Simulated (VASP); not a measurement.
# BaTiO3 (Barioperovskite) (Amm2) in VASP: notebook, part 2 of 2

VASP 6.6.1.

## Step 3: Single point, PBEsol+U

INCAR

```
PREC = Accurate ; ENCUT = 520
EDIFF = 1E-6 ; ISMEAR = 0
SIGMA = 0.01 ; LREAL = F
LASPH = T ; NELM = 150
ALGO = Normal ; ISIF = 2
LWAVE = F ; LCHARG = F
LMAXMIX = 4 ; LDAU = T
LDAUTYPE = 2 ; LDAUL = -1 2 -1
LDAUU = 0 2 0 ; LDAUJ = 0 0 0
LDAUPRINT = 1 ; GGA = PS
NBANDS = 28
```

KPOINTS

```
Automatic mesh
0
Gamma
  4 4 4
```

POSCAR

```
BaTiO3
1.0
    3.9855000000      0.0000000000      0.0000000000
    0.0000000000      2.8369000000      2.8451500000
    0.0000000000     -2.8369000000      2.8451500000
Ba Ti O
1 1 3
Direct
    0.0000000000      0.0000000000      0.0000000000
    0.5000000000      0.5124000000      0.5124000000
    0.0000000000      0.4874000000      0.4874000000
    0.5000000000      0.5052399996      0.9918399996
    0.5000000000      0.9918399996      0.5052399996
```

Potentials or basis: VASP PAW PBE potentials, release 64 (Ba_sv, Ti_sv, O).

Command:

```
$ cat potpaw_PBE.64/Ba_sv/POTCAR potpaw_PBE.64/Ti_sv/POTCAR potpaw_PBE.64/O/POTCAR > POTCAR
$ mpirun -np 1 vasp_std > vasp.out
```

OUTCAR:

```text
PREC = Accurate
   ENCUT = 520
   EDIFF = 1E-6
   ISMEAR = 0
   LREAL = F
   LASPH = T
   NELM = 150
   ISIF = 2
   GGA = PS

 ion  position               nearest neighbor table
   1  0.000  0.000  0.000-   3 2.77   4 2.81   5 2.81   4 2.81   5 2.81   3 2.84   3 2.84   4 2.84
                             5 2.84   5 2.84   4 2.84   3 2.92   2 3.42   2 3.42   2 3.47   2 3.47
   2  0.500  0.512  0.512-   4 1.93   5 1.93   3 2.00   3 2.00   5 2.09   4 2.09   1 3.42   1 3.42
                             1 3.47   1 3.47   1 3.47   1 3.47   1 3.53   1 3.53
   3  0.000  0.487  0.487-   2 2.00   2 2.00   1 2.77   1 2.84   1 2.84   1 2.92
   4  0.500  0.505  0.992-   2 1.93   2 2.09   1 2.81   1 2.81   1 2.84   1 2.84
   5  0.500  0.992  0.505-   2 1.93   2 2.09   1 2.81   1 2.81   1 2.84   1 2.84

  LATTYP: Found a base centered orthorhombic cell.
 ALAT       =     5.6738000000
 B/A-ratio  =     1.0029081039
 C/A-ratio  =     0.7024392823

  Lattice vectors:

 A1 = (   0.0000000000,   2.8369000000,  -2.8451500000)
 A2 = (   0.0000000000,   2.8369000000,   2.8451500000)
 A3 = (   3.9855000000,   0.0000000000,   0.0000000000)

Analysis of symmetry for initial positions (statically):
=====================================================================
 Subroutine PRICEL returns:
 Original cell was already a primitive cell.

 Routine SETGRP: Setting up the symmetry group for a
 base centered orthorhombic supercell.

 Subroutine GETGRP returns: Found  4 space group operations
 (whereof  4 operations were pure point group operations)
 out of a pool of  8 trial point group operations.

The static configuration has the point symmetry C_2v.

Analysis of symmetry for dynamics (positions and initial velocities):
=====================================================================
 Subroutine PRICEL returns:
 Original cell was already a primitive cell.

 Routine SETGRP: Setting up the symmetry group for a
 base centered orthorhombic supercell.

 Subroutine GETGRP returns: Found  4 space group operations
 (whereof  4 operations were pure point group operations)
 out of a pool of  8 trial point group operations.

The dynamic configuration has the point symmetry C_2v.

 Subroutine INISYM returns: Found  4 space group operations
 (whereof  4 operations are pure point group operations),
 and found     1 'primitive' translations

----------------------------------------------------------------------------------------

                                     Primitive cell

  volume of cell :      64.3372

  direct lattice vectors                    reciprocal lattice vectors
     3.985500000  0.000000000  0.000000000     0.250909547  0.000000000  0.000000000
     0.000000000  2.836900000  2.845150000     0.000000000  0.176248722  0.175737659
     0.000000000 -2.836900000  2.845150000     0.000000000 -0.176248722  0.175737659

  length of vectors
     3.985500000  4.017820321  4.017820321     0.250909547  0.248892219  0.248892219

  position of ions in fractional coordinates (direct lattice)
     0.000000000  0.000000000  0.000000000
     0.500000000  0.512400000  0.512400000
[... 101 lines left out ...]
  Fermi-wavevector in a.u.,A,eV,Ry     =   1.397250  2.640420 26.562762  1.952308
  Thomas-Fermi vector in A             =   2.520525
   LORBIT       =      0    0 simple, 1 ext, 2 COOP (PROOUT), +10 PAW based schemes
 LDA+U is selected, type is set to LDAUTYPE =  2
   angular momentum for each species LDAUL =    -1    2   -1
   U (eV)           for each species LDAUU =   0.0  2.0  0.0
   J (eV)           for each species LDAUJ =   0.0  0.0  0.0
   GGA     = PS    functional components
   LHFCALC =     F    Hartree Fock is set to
   AEXX    =    0.0000 exact exchange contribution
   IVDW    =     0    specifies the selected vdW correction
   LEPSILON=     F    determine dielectric tensor
   LRPA    =     F    only Hartree local field effects (RPA)
 non-spin polarized calculation
 Gauss-broadening in eV      SIGMA  =   0.01
  energy-cutoff  :      520.00
  volume of cell :       64.34
 maximum number of plane-waves:      1753
 NGX is ok and might be reduce to    30
   NGX = 15   NGY = 15   NGZ = 15

atom =   2  type =  2  l = 2

 onsite density matrix

spin component  1

  0.1172  0.0000  0.0000  0.0000  0.0000
  0.0000  0.2441  0.0000  0.0000  0.0000
  0.0000  0.0000  0.1470  0.0000 -0.0528
  0.0000  0.0000  0.0000  0.1192  0.0000
  0.0000  0.0000 -0.0528  0.0000  0.2123

spin component  2

  0.1172  0.0000  0.0000  0.0000  0.0000
  0.0000  0.2441  0.0000  0.0000  0.0000
  0.0000  0.0000  0.1470  0.0000 -0.0528
  0.0000  0.0000  0.0000  0.1192  0.0000
  0.0000  0.0000 -0.0528  0.0000  0.2123

 occupancies and eigenvectors

  o =  0.1172  v =  1.0000  0.0000  0.0000  0.0000  0.0000  0.0000  0.0000  0.0000  0.0000  0.0000      0.0000  0.0000  0.0000  0.0000  0.0000  0.0000  0.0000  0.0000  0.0000  0.0000
  o =  0.1172  v =  0.0000  0.0000  0.0000  0.0000  0.0000  1.0000  0.0000  0.0000  0.0000  0.0000      0.0000  0.0000  0.0000  0.0000  0.0000  0.0000  0.0000  0.0000  0.0000  0.0000
  o =  0.1176  v =  0.0000  0.0000 -0.8734  0.0000 -0.4870  0.0000  0.0000  0.0000  0.0000  0.0000      0.0000  0.0000  0.0000  0.0000  0.0000  0.0000  0.0000  0.0000  0.0000  0.0000
  o =  0.1176  v =  0.0000  0.0000  0.0000  0.0000  0.0000  0.0000  0.0000 -0.8734  0.0000 -0.4870      0.0000  0.0000  0.0000  0.0000  0.0000  0.0000  0.0000  0.0000  0.0000  0.0000
  o =  0.1192  v =  0.0000  0.0000  0.0000  1.0000  0.0000  0.0000  0.0000  0.0000  0.0000  0.0000      0.0000  0.0000  0.0000  0.0000  0.0000  0.0000  0.0000  0.0000  0.0000  0.0000
  o =  0.1192  v =  0.0000  0.0000  0.0000  0.0000  0.0000  0.0000  0.0000  0.0000  1.0000  0.0000      0.0000  0.0000  0.0000  0.0000  0.0000  0.0000  0.0000  0.0000  0.0000  0.0000
  o =  0.2417  v =  0.0000  0.0000  0.0000  0.0000  0.0000  0.0000  0.0000 -0.4870  0.0000  0.8734      0.0000  0.0000  0.0000  0.0000  0.0000  0.0000  0.0000  0.0000  0.0000  0.0000
  o =  0.2417  v =  0.0000  0.0000 -0.4870  0.0000  0.8734  0.0000  0.0000  0.0000  0.0000  0.0000      0.0000  0.0000  0.0000  0.0000  0.0000  0.0000  0.0000  0.0000  0.0000  0.0000
  o =  0.2441  v =  0.0000  0.0000  0.0000  0.0000  0.0000  0.0000  1.0000  0.0000  0.0000  0.0000      0.0000  0.0000  0.0000  0.0000  0.0000  0.0000  0.0000  0.0000  0.0000  0.0000
  o =  0.2441  v =  0.0000  1.0000  0.0000  0.0000  0.0000  0.0000  0.0000  0.0000  0.0000  0.0000      0.0000  0.0000  0.0000  0.0000  0.0000  0.0000  0.0000  0.0000  0.0000  0.0000

 number of electron      39.9999995 magnetization

 Free energy of the ion-electron system (eV)
  ---------------------------------------------------
  ext. energy  EPLUGINS =         0.00000000
  ---------------------------------------------------
  free energy    TOTEN  =       -40.57938151 eV

  energy without entropy =      -40.57938151  energy(sigma->0) =      -40.57938151

 E-fermi :   3.8253     XC(G=0): -11.4985

 val. band max:        3.7337751048   @ k =   0.5000   0.5000   0.5000
 cond. band min:       5.7444411274   @ k =   0.0000   0.0000   0.0000
 fundamental gap:      2.0106660226
 Fermi energy:         3.8253055673

 k-point     1 :       0.0000    0.0000    0.0000
  band No.  band energies     occupation
      1     -53.1225      2.00000
      2     -29.4366      2.00000
      3     -29.4348      2.00000
      4     -29.4199      2.00000
      5     -21.0452      2.00000
      6     -13.1015      2.00000
[... 640 lines left out ...]
     27      11.4796      0.00000
     28      11.5201      0.00000

------------------------ aborting loop because EDIFF is reached ----------------------------------------

  FORCE on cell =-STRESS in cart. coord.  units (eV):
  Direction    XX          YY          ZZ          XY          YZ          ZX
  --------------------------------------------------------------------------------------
  -------------------------------------------------------------------------------------
  Total       -0.1584722     -0.0615326     -0.3281042      0.0000000      0.0000000      0.0000000
  in kB       -3.9464061     -1.5323348     -8.1707213      0.0000000      0.0000000      0.0000000
  external PRESSURE =      -4.5498208 kB  Pullay stress =       0.0000000 kB

 VOLUME and BASIS-vectors are now :
 -----------------------------------------------------------------------------
  energy-cutoff  :      520.00
  volume of cell :       64.34
      direct lattice vectors                 reciprocal lattice vectors
     3.985500000  0.000000000  0.000000000     0.250909547  0.000000000  0.000000000
     0.000000000  2.836900000  2.845150000     0.000000000  0.176248722  0.175737659
     0.000000000 -2.836900000  2.845150000     0.000000000 -0.176248722  0.175737659

 POSITION                                       TOTAL-FORCE (eV/Angst)
 -----------------------------------------------------------------------------------
      0.00000      0.00000      0.00000         0.000000      0.000000      0.163916
      1.99275      0.00000      2.91571         0.000000      0.000000     -0.047705
      0.00000      0.00000      2.77345         0.000000      0.000000      0.199691
      1.99275     -1.38044      4.25942         0.000000     -0.115166     -0.157951
      1.99275      1.38044      4.25942         0.000000      0.115166     -0.157951
 -----------------------------------------------------------------------------------
    total drift:                                0.000000      0.000001      0.000720

  FREE ENERGIE OF THE ION-ELECTRON SYSTEM (eV)
  ---------------------------------------------------
  free  energy   TOTEN  =       -40.5793815064 eV

  energy  without entropy=      -40.5793815064  energy(sigma->0) =      -40.57938151
```

Wall time 40 s (1 thread of Intel Xeon Platinum 8375C at 2.90GHz (Ice Lake), shared host); peak memory 0.19 GiB.

What came out:

```yaml
Free_energy: -40.5794 eV
Pressure: -0.5 GPa
Largest_force: 0.200 eV/Å
Band_gap_on_the_k_mesh: 2.01 eV, indirect (least direct gap 2.23 eV)
```

Forces on the atoms (eV/Å):
```
Ba   0.000  0.000  0.164
Ti   0.000  0.000 -0.048
O    0.000  0.000  0.200
O    0.000 -0.115 -0.158
O    0.000  0.115 -0.158
```

Stress tensor (GPa, compression positive):
```
-0.39  0.00  0.00
 0.00 -0.15  0.00
 0.00  0.00 -0.82
```

Levels at points of the mesh, in eV from the valence-band top:
| k point | band 17 | band 18 | band 19 | band 20 | band 21 | band 22 | band 23 | band 24 |
| --- | --- | --- | --- | --- | --- | --- | --- | --- |
| (0.00, 0.00, 0.00) | -1.12 | -0.36 | -0.27 | -0.22 | 2.01 | 2.07 | 2.21 | 4.04 |
| (0.50, 0.00, 0.00) | -1.81 | -1.74 | -0.86 | -0.82 | 2.23 | 3.69 | 3.78 | 4.02 |
| (0.00, 0.50, 0.00) | -1.83 | -1.69 | -0.85 | -0.79 | 2.27 | 3.73 | 3.75 | 4.08 |
| (0.50, 0.50, 0.00) | -1.81 | -0.91 | -0.90 | -0.09 | 3.75 | 3.76 | 4.15 | 4.76 |
| (0.00, 0.50, 0.50) | -1.76 | -0.93 | -0.89 | -0.14 | 3.74 | 3.79 | 4.14 | 4.89 |
| (0.50, 0.50, 0.50) | -2.36 | -0.04 | -0.01 | 0.00 | 4.36 | 4.40 | 4.42 | 6.49 |

Eigenvalues of the final occupation matrices:
```
    site  spin  trace               eigenvalues
site 2 d     1   0.84  0.12 0.12 0.12 0.24 0.24
site 2 d     2   0.84  0.12 0.12 0.12 0.24 0.24
```

Caveat: the PAW data sets were made with another functional, which shifts forces and pressure a little; spin-orbit coupling is left out, which moves the levels of the heavy elements. A k mesh can miss the band edges.
